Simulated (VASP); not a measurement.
# GaN (P6_3mc) in VASP: settings compared, part 2 of 2

VASP 6.6.1.

### Step 4. Single point, r2SCAN

POSCAR

```
GaN
1.0
    3.1698659985      0.0000000000      0.0000000000
   -1.5849329993      2.7451844813      0.0000000000
    0.0000000000      0.0000000000      5.1850000000
Ga N
2 2
Direct
    0.3333333333      0.6666666667      0.0004891234
    0.6666666667      0.3333333333      0.5004891234
    0.3333333333      0.6666666667      0.3765108766
    0.6666666667      0.3333333333      0.8765108766
```

INCAR.step1

```
SYSTEM = GaN
ALGO = Normal
EDIFF = 1E-4
ENCUT = 520
GGA = PE
ISMEAR = 0
LASPH = .TRUE.
LCHARG = .FALSE.
LREAL = .FALSE.
LWAVE = .TRUE.
NBANDS = 26
NELM = 100
PREC = Accurate
SIGMA = 0.03
```

INCAR.step2

```
SYSTEM = GaN
ALGO = Normal
EDIFF = 1E-7
ENCUT = 520
ISIF = 2
ISMEAR = 0
ISTART = 1
LASPH = .TRUE.
LCHARG = .FALSE.
LMIXTAU = .TRUE.
LREAL = .FALSE.
LWAVE = .FALSE.
METAGGA = R2SCAN
NBANDS = 26
NELM = 100
PREC = Accurate
SIGMA = 0.03
```

KPOINTS

```
k-points
0
G
  8 8 5
  0 0 0
```

Potentials or basis: VASP PAW PBE potentials, release 64 (Ga_d, N).

Run with:

```sh
$ cat potpaw_PBE.64/Ga_d/POTCAR potpaw_PBE.64/N/POTCAR > POTCAR
$ cp INCAR.step1 INCAR
$ mpirun -np 1 vasp_std > vasp.out
$ cp INCAR.step2 INCAR
$ mpirun -np 1 vasp_std > vasp.out
```

OUTCAR:

```text
SYSTEM = GaN
   EDIFF = 1E-7
   ENCUT = 520
   ISIF = 2
   ISMEAR = 0
   ISTART = 1
   LASPH = .TRUE.
   LREAL = .FALSE.
   METAGGA = R2SCAN
   NELM = 100
   PREC = Accurate

 ion  position               nearest neighbor table
   1  0.333  0.667  0.000-   4 1.94   4 1.94   4 1.94   3 1.95
   2  0.667  0.333  0.500-   3 1.94   3 1.94   3 1.94   4 1.95
   3  0.333  0.667  0.377-   2 1.94   2 1.94   2 1.94   1 1.95
   4  0.667  0.333  0.877-   1 1.94   1 1.94   1 1.94   2 1.95

  LATTYP: Found a hexagonal cell.
 ALAT       =     3.1698659985
[... 897 lines left out ...]
  Direction    XX          YY          ZZ          XY          YZ          ZX
  --------------------------------------------------------------------------------------
  -------------------------------------------------------------------------------------
  Total        0.9125831      0.9125831      0.4913225     -0.0000000      0.0000000     -0.0000000
  in kB       32.4057304     32.4057304     17.4468084     -0.0000000      0.0000000     -0.0000000
  external PRESSURE =      27.4194231 kB  Pullay stress =       0.0000000 kB

 VOLUME and BASIS-vectors are now :
 -----------------------------------------------------------------------------
  energy-cutoff  :      520.00
  volume of cell :       45.12
      direct lattice vectors                 reciprocal lattice vectors
     3.169865999  0.000000000  0.000000000     0.315470749  0.182137122  0.000000000
    -1.584932999  2.745184481  0.000000000     0.000000000  0.364274243  0.000000000
     0.000000000  0.000000000  5.185000000     0.000000000  0.000000000  0.192864031

 POSITION                                       TOTAL-FORCE (eV/Angst)
 -----------------------------------------------------------------------------------
     -0.00000      1.83012      0.00254         0.000000     -0.000000      0.012234
      1.58493      0.91506      2.59504        -0.000000      0.000000      0.012234
     -0.00000      1.83012      1.95221         0.000000      0.000000     -0.012234
      1.58493      0.91506      4.54471         0.000000      0.000000     -0.012234
 -----------------------------------------------------------------------------------
    total drift:                                0.000002      0.000003      0.060776

  FREE ENERGIE OF THE ION-ELECTRON SYSTEM (eV)
  ---------------------------------------------------
  free  energy   TOTEN  =       -43.8155216063 eV

  energy  without entropy=      -43.8155216063  energy(sigma->0) =      -43.81552161
```

OSZICAR.step1:

```text
N       E                     dE             d eps       ncg     rms          rms(c)
DAV:   1     0.280743218955E+03    0.28074E+03   -0.17613E+04  1700   0.261E+03
DAV:   2     0.933968682574E+01   -0.27140E+03   -0.25581E+03  1664   0.495E+02
DAV:   3    -0.270811999815E+02   -0.36421E+02   -0.35908E+02  1880   0.145E+02
DAV:   4    -0.283117476515E+02   -0.12305E+01   -0.12249E+01  1830   0.285E+01
DAV:   5    -0.283381634659E+02   -0.26416E-01   -0.26362E-01  1924   0.415E+00    0.110E+01
DAV:   6    -0.241989562928E+02    0.41392E+01   -0.10077E+01  2592   0.495E+01    0.307E+00
DAV:   7    -0.242980267987E+02   -0.99071E-01   -0.14360E+00  1652   0.901E+00    0.272E+00
DAV:   8    -0.242938453954E+02    0.41814E-02   -0.14425E-01  2584   0.518E+00    0.793E-01
DAV:   9    -0.242795172021E+02    0.14328E-01   -0.47772E-02  2600   0.374E+00    0.330E-01
DAV:  10    -0.242800792865E+02   -0.56208E-03   -0.40088E-03  1630   0.407E-01    0.595E-02
DAV:  11    -0.242800407938E+02    0.38493E-04   -0.35103E-04  1862   0.349E-01
   1 F= -.24280041E+02 E0= -.24280041E+02  d E =-.219115E-25
```

Run time: 85 s. Hardware: 1 thread of Intel Xeon Platinum 8559C (Emerald Rapids), shared host; peak memory 0.17 GiB.

Results:

| Quantity | Value |
| --- | --- |
| Free energy | -43.8155 eV |
| Pressure | 2.7 GPa |
| Largest force | 0.012 eV/Å |
| Band gap on the k mesh | 2.38 eV |

Forces on the atoms (eV/Å):
```
Ga   0.000  0.000  0.012
Ga   0.000  0.000  0.012
N    0.000  0.000 -0.012
N    0.000  0.000 -0.012
```

Caveat: the PAW data sets were made with another functional, which shifts forces and pressure a little.

### Step 5. Relaxation of the atoms, PBE

INCAR

```
SYSTEM = GaN
PREC = Accurate
ENCUT = 520
EDIFF = 1E-6
ISMEAR = 0
SIGMA = 0.05
LREAL = .False.
LASPH = .True.
NELM = 60
ALGO = Normal
ISIF = 2
LWAVE = .False.
LCHARG = .False.
GGA = PE
IBRION = 2
NSW = 80
EDIFFG = -0.003
```

KPOINTS

```
Automatic mesh
0
Gamma
  8 8 5
  0 0 0
```

POSCAR

```
GaN
1.0
    3.1698660000      0.0000000000      0.0000000000
   -1.5849330000      2.7451844800      0.0000000000
    0.0000000000      0.0000000000      5.1850000000
Ga N
2 2
Direct
    0.3333333333      0.6666666667      0.0000000000
    0.6666666667      0.3333333333      0.5000000000
    0.3333333333      0.6666666667      0.3770000000
    0.6666666667      0.3333333333      0.8770000000
```

Run with:

```sh
$ cat potpaw_PBE.64/Ga_d/POTCAR potpaw_PBE.64/N/POTCAR > POTCAR
$ mpirun -np 1 vasp_std > vasp.out
```

Wall time 25 s (1 thread of Intel Xeon Platinum 8559C (Emerald Rapids), shared host); peak memory 0.16 GiB.

The run converged. Its results:

```yaml
Free_energy: -24.2800 eV
Energy_gained_by_relaxing: 0.1 meV/atom
Ionic_steps: 3
Pressure_after_relaxing: 7.9 GPa
Band_gap_on_the_k_mesh: 1.98 eV
```

Stress tensor (GPa, compression positive):
```
8.23 0.00 0.00
0.00 8.23 0.00
0.00 0.00 7.13
```

The path:
```
step  energy change (eV)  largest force (eV/Å)  pressure (GPa)
   1              0.0000                0.0682            7.87
   2             -0.0004                0.0105            7.86
   3             -0.0004                0.0009            7.87
```

Final structure:
```yaml
crystal:
  lattice:
    - [3.16987, 0.00000, 0.00000]
    - [-1.58493, 2.74518, 0.00000]
    - [0.00000, 0.00000, 5.18500]
  atoms:
    - { symbol: Ga, position: [0.33333, 0.66667, 0.00055] }
    - { symbol: Ga, position: [0.66667, 0.33333, 0.50055] }
    - { symbol: N, position: [0.33333, 0.66667, 0.37645] }
    - { symbol: N, position: [0.66667, 0.33333, 0.87645] }
```

Levels at points of the mesh, in eV from the valence-band top:
| k point | band 14 | band 15 | band 16 | band 17 | band 18 | band 19 | band 20 | band 21 | band 22 |
| --- | --- | --- | --- | --- | --- | --- | --- | --- | --- |
| (0.00, 0.00, 0.00) | -1.04 | -1.04 | -0.07 | 0.00 | 0.00 | 1.98 | 4.37 | 9.22 | 10.00 |
| (0.50, 0.00, 0.00) | -5.35 | -4.27 | -2.77 | -2.25 | -1.02 | 5.12 | 5.62 | 6.04 | 8.67 |

### Step 6. Relaxation of the atoms, LDA

INCAR

```
SYSTEM = GaN
ALGO     = Normal         ! electronic algorithm
EDIFF    = 1E-6           ! SCF threshold, eV
EDIFFG   = -0.003         ! ionic threshold
ENCUT    = 520            ! plane-wave cutoff, eV
IBRION   = 2              ! ionic algorithm
ISIF     = 2              ! what is computed and relaxed
ISMEAR   = 0              ! smearing method
LASPH    = .True.         ! aspherical terms in the spheres
LCHARG   = .False.        ! write CHGCAR
LREAL    = .False.        ! projectors in reciprocal space
LWAVE    = .False.        ! write WAVECAR
NELM     = 60             ! most SCF steps
NSW      = 80             ! ionic steps
PREC     = Accurate       ! precision mode
SIGMA    = 0.05           ! smearing width, eV
```

KPOINTS

```
k-points
0
Gamma
  8 8 5
  0 0 0
```

POSCAR is that of step 5.

Potentials or basis: VASP PAW LDA potentials, release 64 (Ga_d, N).

Run with:

```sh
$ cat potpaw_LDA.64/Ga_d/POTCAR potpaw_LDA.64/N/POTCAR > POTCAR
$ mpirun -np 1 vasp_std > vasp.out
```

Wall time 21 s (1 thread of Intel Xeon Platinum 8559C (Emerald Rapids), shared host); peak memory 0.15 GiB.

The run converged. Its results:

```
Free energy               : -27.9042 eV
Energy gained by relaxing : 0.1 meV/atom
Ionic steps               : 3
Pressure after relaxing   : -2.9 GPa
Band gap on the k mesh    : 1.99 eV
```

Stress tensor (GPa, compression positive):
```
-2.60  0.00  0.00
 0.00 -2.60  0.00
 0.00  0.00 -3.62
```

Step by step:
```csv
step,energy change (eV),largest force (eV/Å),pressure (GPa)
1,0.0000,0.0650,-2.90
2,-0.0004,0.0083,-2.95
3,-0.0004,0.0010,-2.94
```

Final structure:
```cif
data_structure
_symmetry_space_group_name_H-M 'P 1'
_symmetry_Int_Tables_number 1
_cell_length_a 3.1699
_cell_length_b 3.1699
_cell_length_c 5.1850
_cell_angle_alpha 90.000
_cell_angle_beta 90.000
_cell_angle_gamma 120.000
_cell_volume 45.12
loop_
_atom_site_label
_atom_site_type_symbol
_atom_site_fract_x
_atom_site_fract_y
_atom_site_fract_z
_atom_site_occupancy
Ga1 Ga 0.33333 0.66667 0.00054 1
Ga2 Ga 0.66667 0.33333 0.50054 1
N1 N 0.33333 0.66667 0.37646 1
N2 N 0.66667 0.33333 0.87646 1
```

Levels at points of the mesh, in eV from the valence-band top:
```
           k point  band 14  band 15  band 16  band 17  band 18  band 19  band 20  band 21  band 22
(0.00, 0.00, 0.00)    -1.05    -1.05    -0.07     0.00     0.00     1.99     4.28     9.07     9.81
(0.50, 0.00, 0.00)    -5.40    -4.32    -2.80    -2.29    -1.03     4.96     5.54     5.90     8.53
```

### Step 7. Summary

```csv
task,level,potentials or basis,cell,smearing,gap on the mesh (eV),pressure (GPa),largest force (eV/Å)
single point,LDA,"VASP PAW LDA potentials, release 64 (Ga_d, N)",as given,gaussian 0.03 eV,2.00,-2.9,-
single point,r2SCAN,"VASP PAW PBE potentials, release 64 (Ga_d, N)",as given,gaussian 0.05 eV,2.38,2.7,0.01
single point,r2SCAN,"VASP PAW PBE potentials, release 64 (Ga_d, N)",as given,gaussian 0.03 eV,2.38,2.7,0.01
relaxation of the atoms,PBE,"VASP PAW PBE potentials, release 64 (Ga_d, N)",atoms relaxed,gaussian 0.05 eV,1.98,7.9,-
relaxation of the atoms,LDA,"VASP PAW LDA potentials, release 64 (Ga_d, N)",atoms relaxed,gaussian 0.05 eV,1.99,-2.9,-
```

Alike in all rows: no spin polarisation; k mesh 8 × 8 × 5; cutoff (eV) 520.

Caveats: the PAW data sets were made with another functional, which shifts forces and pressure a little (at least some runs).

Total energies depend on the potentials used, so only differences within one code and one set of settings carry meaning.
